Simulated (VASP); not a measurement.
# SnTe2 (R-3m) in VASP: further runs, part 2 of 2

VASP 6.6.1. The steps go on from the part before.

## Step 4: Single point, PBEsol

File INCAR:

```
SYSTEM = SnTe2
PREC     = Accurate       ! precision mode
ENCUT    = 520            ! plane-wave cutoff, eV
EDIFF    = 1E-6           ! SCF threshold, eV
ISMEAR   = -1             ! smearing method
SIGMA    = 0.02           ! smearing width, eV
LREAL    = .False.        ! projectors in reciprocal space
LASPH    = .True.         ! aspherical terms in the spheres
NELM     = 60             ! most SCF steps
ALGO     = Normal         ! electronic algorithm
ISIF     = 2              ! what is computed and relaxed
LWAVE    = .False.        ! write WAVECAR
LCHARG   = .True.         ! write CHGCAR
GGA      = PS             ! functional
LELF     = .True.         ! ELF
LVHAR    = .True.       
NBANDS   = 20             ! bands
```

File KPOINTS:

```
Automatic mesh
0
Gamma
  6 6 6
  0 0 0
```

File POSCAR:

```
SnTe2
1.0
    2.0883103927      1.2056865674      6.2909642825
   -2.0883103927      1.2056865674      6.2909642825
    0.0000000000     -2.4113731348      6.2909642825
Sn Te
1 2
Direct
    0.0000000000      0.0000000000      0.0000000000
    0.2413664390      0.2413664390      0.2413664390
    0.7586335610      0.7586335610      0.7586335610
```

Potentials or basis: VASP PAW PBE potentials, release 64 (Sn_d, Te).

Started as:

```bash
cat potpaw_PBE.64/Sn_d/POTCAR potpaw_PBE.64/Te/POTCAR > POTCAR
mpirun -np 1 vasp_std > vasp.out
```

OUTCAR:

```text
SYSTEM = SnTe2
   PREC = Accurate
   ENCUT = 520
   EDIFF = 1E-6
   ISMEAR = -1
   LREAL = .False.
   LASPH = .True.
   NELM = 60
   ISIF = 2
   GGA = PS

 ion  position               nearest neighbor table
   1  0.000  0.000  0.000-   3 2.97   3 2.97   2 2.97   2 2.97   3 2.97   2 2.97
   2  0.241  0.241  0.241-   1 2.97   1 2.97   1 2.97
   3  0.759  0.759  0.759-   1 2.97   1 2.97   1 2.97

  LATTYP: Found a trigonal (rhomboedric) cell.
 ALAT       =     6.7372807570
 COS(alpha) =     0.8078453919

  Lattice vectors:

 A1 = (   2.0883103927,   1.2056865674,   6.2909642825)
 A2 = (  -2.0883103927,   1.2056865674,   6.2909642825)
 A3 = (   0.0000000000,  -2.4113731348,   6.2909642825)

Analysis of symmetry for initial positions (statically):
=====================================================================
 Subroutine PRICEL returns:
 Original cell was already a primitive cell.

 Routine SETGRP: Setting up the symmetry group for a
 trigonal (rhombohedral) supercell.

 Subroutine GETGRP returns: Found 12 space group operations
 (whereof 12 operations were pure point group operations)
 out of a pool of 12 trial point group operations.

The static configuration has the point symmetry D_3d.

Analysis of symmetry for dynamics (positions and initial velocities):
=====================================================================
 Subroutine PRICEL returns:
 Original cell was already a primitive cell.

 Routine SETGRP: Setting up the symmetry group for a
 trigonal (rhombohedral) supercell.

 Subroutine GETGRP returns: Found 12 space group operations
 (whereof 12 operations were pure point group operations)
 out of a pool of 12 trial point group operations.

The dynamic configuration has the point symmetry D_3d.

 Subroutine INISYM returns: Found 12 space group operations
 (whereof 12 operations are pure point group operations),
 and found     1 'primitive' translations

----------------------------------------------------------------------------------------

                                     Primitive cell

  volume of cell :      95.0381

  direct lattice vectors                    reciprocal lattice vectors
     2.088310393  1.205686567  6.290964283     0.239428009  0.138233826  0.052986048
    -2.088310393  1.205686567  6.290964283    -0.239428009  0.138233826  0.052986048
     0.000000000 -2.411373135  6.290964283     0.000000000 -0.276467651  0.052986048

  length of vectors
     6.737280757  6.737280757  6.737280757     0.281499349  0.281499349  0.281499349

  position of ions in fractional coordinates (direct lattice)
     0.000000000  0.000000000  0.000000000
     0.241366439  0.241366439  0.241366439
     0.758633561  0.758633561  0.758633561

  ion indices of the primitive-cell ions
   primitive index   ion index
                 1           1
                 2           2
                 3           3

----------------------------------------------------------------------------------------

 KPOINTS: Automatic mesh

Automatic generation of k-mesh.
 Grid dimensions read from file:
 generate k-points for:    6    6    6

 Generating k-lattice:

  Cartesian coordinates                     Fractional coordinates (reciprocal lattice)
     0.039904668  0.023038971  0.008831008     0.166666667  0.000000000  0.000000000
    -0.039904668  0.023038971  0.008831008     0.000000000  0.166666667  0.000000000
     0.000000000 -0.046077942  0.008831008     0.000000000  0.000000000  0.166666667

  Length of vectors
     0.046916558  0.046916558  0.046916558

  Shift w.r.t. Gamma in fractional coordinates (k-lattice)
     0.000000000  0.000000000  0.000000000

 Subroutine IBZKPT returns following result:
 ===========================================

 Found     32 irreducible k-points:

 Following reciprocal coordinates:
            Coordinates               Weight
  0.000000  0.000000  0.000000      1.000000
  0.166667 -0.000000  0.000000      6.000000
  0.333333 -0.000000  0.000000      6.000000
  0.500000  0.000000  0.000000      3.000000
  0.166667  0.166667  0.000000      6.000000
  0.333333  0.166667  0.000000     12.000000
[... 16 lines left out ...]
  0.500000  0.500000  0.166667      6.000000
 -0.333333  0.500000  0.166667     12.000000
 [... further k-points ...]
   k-points           NKPTS =     32   k-points in BZ     NKDIM =     32   number of bands    NBANDS=     20
   number of dos      NEDOS =    301   number of ions     NIONS =      3
   total plane-waves  NPLWV = 125000
   dimension x,y,z NGX =    50 NGY =   50 NGZ =   50
   dimension x,y,z NGXF=   100 NGYF=  100 NGZF=  100
   ions per type =               1   2
   NGX,Y,Z   is equivalent  to a cutoff of  12.34, 12.34, 12.34 a.u.
   NGXF,Y,Z  is equivalent  to a cutoff of  24.68, 24.68, 24.68 a.u.
 SYSTEM =  SnTe2
   PREC   = accura    normal or accurate (medium, high low for compatibility)
   ISTART =      0    job   : 0-new  1-cont  2-samecut
   ICHARG =      2    charge: 1-file 2-atom 10-const
   ISPIN  =      1    spin polarized calculation?
   LNONCOLLINEAR =      F non collinear calculations
   LSORBIT =      F    spin-orbit coupling
   LASPH  =      T    aspherical Exc in radial PAW
   ENCUT  =  520.0 eV  38.22 Ry    6.18 a.u.  12.53 12.53 12.53*2*pi/ulx,y,z
   NELM   =     60;   NELMIN=  2; NELMDL= -5     # of ELM steps
   EDIFF  = 0.1E-05   stopping-criterion for ELM
   LREAL  =      F    real-space projection
   EDIFFG = 0.1E-04   stopping-criterion for IOM
   NSW    =      0    number of steps for IOM
   IBRION =     -1    ionic relax: 0-MD 1-quasi-New 2-CG
   NFREE  =      0    steps in history (QN), initial steepest desc. (CG)
   ISIF   =      2    stress and relaxation
   ISYM   =      2    0-nonsym 1-usesym 2-fastsym
   POTIM  = 0.5000    time-step for ionic-motion
   TEBEG  =    0.0;   TEEND  =   0.0 temperature during run
   PSTRESS=    0.0 pullay stress
   NELECT =      26.0000    total number of electrons
   NUPDOWN=      -1.0000    fix difference up-down
   EMIN   =  10.00;   EMAX   =-10.00  energy-range for DOS
   EFERMI =   0.00;   METHOD = LEGACY
   ISMEAR =    -1;   SIGMA  =   0.02  broadening in eV -4-tet -1-fermi 0-gaus
   EFERMI_NEDOS =   21; number of points for ismear=-14 and -15
   IALGO  =     38    algorithm
   IMIX   =      4    mixing-type and parameters
     AMIX     =   0.40;   BMIX     =  1.00
     AMIX_MAG =   1.60;   BMIX_MAG =  1.00
  volume/ion in A,a.u.               =      31.68       213.78
  Fermi-wavevector in a.u.,A,eV,Ry     =   1.062755  2.008316 15.367086  1.129449
  Thomas-Fermi vector in A             =   2.198217
   LORBIT       =      0    0 simple, 1 ext, 2 COOP (PROOUT), +10 PAW based schemes
   GGA     = PS    functional components
   LHFCALC =     F    Hartree Fock is set to
   AEXX    =    0.0000 exact exchange contribution
   IVDW    =     0    specifies the selected vdW correction
   LEPSILON=     F    determine dielectric tensor
   LRPA    =     F    only Hartree local field effects (RPA)
 non-spin polarized calculation
  energy-cutoff  :      520.00
  volume of cell :       95.04
 maximum number of plane-waves:      2591
   NGX = 25   NGY = 25   NGZ = 25

 number of electron      26.0000003 magnetization

 Free energy of the ion-electron system (eV)
  ---------------------------------------------------
  ext. energy  EPLUGINS =         0.00000000
  ---------------------------------------------------
  free energy    TOTEN  =       -11.56460419 eV

  energy without entropy =      -11.55920348  energy(sigma->0) =      -11.56190384

 E-fermi :   5.8946     XC(G=0):  -9.5404

 val. band max:        5.8857113202   @ k =   0.1667  -0.0000   0.0000
 cond. band min:       5.9133142276   @ k =   0.3333   0.3333   0.1667
 fundamental gap:      0.0276029075
 Fermi energy:         5.8946231482

 k-point     1 :       0.0000    0.0000    0.0000
  band No.  band energies     occupation
      1     -15.4299      2.00000
      2     -15.4299      2.00000
      3     -15.4088      2.00000
      4     -15.4020      2.00000
      5     -15.4020      2.00000
      6      -6.6085      2.00000
[... 12 lines left out ...]
     19      12.3408      0.00000
     20      12.6886      0.00000
[... 507 lines left out ...]
 k-point    24 :      -0.3333    0.5000    0.1667
  band No.  band energies     occupation
      1     -15.4460      2.00000
      2     -15.4285      2.00000
      3     -15.4057      2.00000
      4     -15.3971      2.00000
      5     -15.3923      2.00000
      6      -4.8847      2.00000
[... 12 lines left out ...]
     19      13.2170      0.00000
     20      14.4452      0.00000

 [... further k-points ...]

------------------------ aborting loop because EDIFF is reached ----------------------------------------

  FORCE on cell =-STRESS in cart. coord.  units (eV):
  Direction    XX          YY          ZZ          XY          YZ          ZX
  --------------------------------------------------------------------------------------
  -------------------------------------------------------------------------------------
  Total       -0.3724139     -0.3724139     -0.2496244      0.0000000      0.0000000     -0.0000000
  in kB       -6.2782489     -6.2782489     -4.2082313      0.0000000      0.0000000     -0.0000000
  external PRESSURE =      -5.5882430 kB  Pullay stress =       0.0000000 kB

 VOLUME and BASIS-vectors are now :
 -----------------------------------------------------------------------------
  energy-cutoff  :      520.00
  volume of cell :       95.04
      direct lattice vectors                 reciprocal lattice vectors
     2.088310393  1.205686567  6.290964283     0.239428009  0.138233826  0.052986048
    -2.088310393  1.205686567  6.290964283    -0.239428009  0.138233826  0.052986048
     0.000000000 -2.411373135  6.290964283     0.000000000 -0.276467651  0.052986048

 POSITION                                       TOTAL-FORCE (eV/Angst)
 -----------------------------------------------------------------------------------
      0.00000      0.00000      0.00000         0.000000      0.000000     -0.000000
      0.00000      0.00000      4.55528        -0.000000     -0.000000     -0.329363
      0.00000      0.00000     14.31761        -0.000000      0.000000      0.329363
 -----------------------------------------------------------------------------------
    total drift:                                0.000000      0.000000      0.000000

  FREE ENERGIE OF THE ION-ELECTRON SYSTEM (eV)
  ---------------------------------------------------
  free  energy   TOTEN  =       -11.5646041930 eV

  energy  without entropy=      -11.5592034812  energy(sigma->0) =      -11.56190384
```

It took 52 s on 1 thread of Intel Xeon 6975P-C (Granite Rapids), shared host; peak memory 0.36 GiB.

What came out:

```yaml
Free_energy: -11.5646 eV
Pressure: -0.6 GPa
Largest_force: 0.329 eV/Å
Band_gap_on_the_k_mesh: zero (band 13 reaches 6.25 eV, above the bottom of band 14 at 5.49 eV)
```

Forces on the atoms (eV/Å):
```
Sn   0.000  0.000  0.000
Te   0.000  0.000 -0.329
Te   0.000  0.000  0.329
```

Caveat: the PAW data sets were made with another functional, which shifts forces and pressure a little; spin-orbit coupling is left out, which moves the levels of the heavy elements.
